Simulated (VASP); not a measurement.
A run of VASP 6.6.1 is set up as follows.

The input POSCAR:

```
LiHfSe2
1.0
    3.7059775173      0.0000000000      0.0000000000
   -1.8529887587      3.2094706758      0.0000000000
    0.0000000000      0.0000000000      6.5995639705
Li Hf Se
1 1 2
Direct
    0.0000000000      0.0000000000      0.5000000000
    0.0000000000      0.0000000000      0.0000000000
    0.3333333333      0.6666666667      0.2483033900
    0.6666666667      0.3333333333      0.7516966100
```

File INCAR.step1:

```
SYSTEM = LiHfSe2
PREC = Accurate ; ENCUT = 520
ISMEAR = 0 ; SIGMA = 0.1
LREAL = .False. ; LASPH = .True.
NELM = 80 ; NBANDS = 20
GGA = PE ; ALGO = Normal
EDIFF = 1E-4 ; LWAVE = .True.
LCHARG = .False.
```

INCAR.step2

```
SYSTEM = LiHfSe2
PREC = Accurate ; ENCUT = 520
EDIFF = 1E-6 ; ISMEAR = 0
SIGMA = 0.1 ; LREAL = .False.
LASPH = .True. ; NELM = 80
ALGO = Normal ; ISIF = 2
LWAVE = .False. ; LCHARG = .False.
METAGGA = R2SCAN ; LMIXTAU = .True.
NBANDS = 20 ; ISTART = 1
```

KPOINTS

```
regular mesh
0
Gamma
  3 3 1
  0 0 0
```

Potentials or basis: VASP PAW PBE potentials, release 64 (Li_sv, Hf_pv, Se).

The run is started by

```console
$ cat potpaw_PBE.64/Li_sv/POTCAR potpaw_PBE.64/Hf_pv/POTCAR potpaw_PBE.64/Se/POTCAR > POTCAR
$ cp INCAR.step1 INCAR
$ mpirun -np 1 vasp_std > vasp.out
$ cp INCAR.step2 INCAR
$ mpirun -np 1 vasp_std > vasp.out
```

(1) Estimate the largest force.

Answers

(1) 0.039 eV/Å.

Caveat: the k points lie up to 0.95 Å⁻¹ apart; the PAW data sets were made with another functional, which shifts forces and pressure a little.
